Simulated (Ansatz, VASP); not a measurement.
**B3AsN2: VASP beside Ansatz**

```
N As B
1.0
     2.84300    0.00000    0.00000
    -1.42150    2.46211    0.00000
     0.00000    0.00000    7.10432
N As B
2 1 3
Direct
  0.00000 0.00000 0.01683
  0.33333 0.66667 0.30561
  0.66667 0.33333 0.66599
  0.33333 0.66667 0.08758
  0.66667 0.33333 0.37475
  0.00000 0.00000 0.79925
```

Alike in both runs: task single point; functional PBE; k mesh 12 × 12 × 4; occupations fermi-dirac, width 0.02 eV; no spin polarisation.

```csv
,VASP,Ansatz
version,VASP 6.6.1,Ansatz 0.2.0
potentials or method,"VASP PAW PBE potentials, release 64 (N, As, B)","plane waves, PAW"
plane-wave cutoff (eV),520,420
valence electrons in the cell,24,34
```

Ansatz gave:

```
pressure (GPa)                                                : 3.0
traceless stress, the component that is largest in VASP (GPa) : 1.38
rms of the force components (eV/Å)                            : 0.145
```

Question: What did VASP give for the same quantities?

Answer: Pressure (GPa): 3.9; traceless stress, the component that is largest in VASP (GPa): 1.50; rms of the force components (eV/Å): 0.188.

Atom by atom the forces differ by 0.044 eV/Å (rms over components). VASP's potentials hold 24 valence electrons a cell and Ansatz's 34, so a difference there can come from the potentials and not from the codes.
